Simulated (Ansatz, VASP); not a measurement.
**One calculation of CdInTe2, two programs**

```
Cd Te In
1.0
    -4.09256    4.09256    3.66471
     4.09256   -4.09256    3.66471
     4.09256    4.09256   -3.66471
Cd Te In
2 4 2
Direct
  0.25000 0.25000 0.00000
  0.75000 0.75000 0.00000
  0.69244 0.19244 0.88488
  0.19244 0.30756 0.50000
  0.30756 0.80756 0.11512
  0.80756 0.69244 0.50000
  0.75000 0.25000 0.50000
  0.25000 0.75000 0.50000
```

Alike in both runs: functional PBE; k mesh 4 × 4 × 4; no spin polarisation.

Ansatz relaxed the structure, and its values are those at the end. VASP's run is a single point on that final structure, the one shown.

```csv
,VASP,Ansatz
version,VASP 6.6.1,Ansatz 0.2.0
potentials or method,"VASP PAW PBE potentials, release 64 (Cd, Te, In_d), cutoff 520 eV",PAW plane waves
occupations,"fermi-dirac, width 0.1 eV",fermi-dirac
valence electrons in the cell,74,130
```

```csv
,VASP,Ansatz,Ansatz less VASP
gap on the k mesh at the Fermi level (eV),none,none,-
pressure (GPa),0.0,0.0,-0.03
rms of the force components (eV/Å),0.004,0.002,-0.0022
```

A gap of «none» marks a metal or a gap that the smearing closes. VASP's potentials hold 74 valence electrons a cell and Ansatz's 130, so a difference there can come from the potentials and not from the codes.

Spin-orbit coupling is off throughout.
